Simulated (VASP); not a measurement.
The system is Na2S.

```
Na S
1.0
     0.00000    3.25543    3.25543
     3.25543    0.00000    3.25543
     3.25543    3.25543    0.00000
Na S
2 1
Direct
  0.25000 0.25000 0.25000
  0.75000 0.75000 0.75000
  0.00000 0.00000 0.00000
```

Program: VASP 6.6.1. Alike in all runs: task single point; potentials or basis VASP PAW PBE potentials, release 64 (Na_pv, S); no spin polarisation; cell as given; cutoff (eV) 500; smearing gaussian 0.01 eV.

Q: Order these runs on this cell by their pressure, lowest first.
A. level PBEsol+D3(BJ); k mesh 6 × 6 × 6
B. level PBEsol; k mesh 6 × 6 × 6
C. level PBE; k mesh 2 × 2 × 2

A: A (-1.8 GPa), B (-0.1 GPa), C (1.5 GPa).

Caveats: some runs use coarse meshes; the PAW data sets were made with another functional, which shifts forces and pressure a little (some runs).
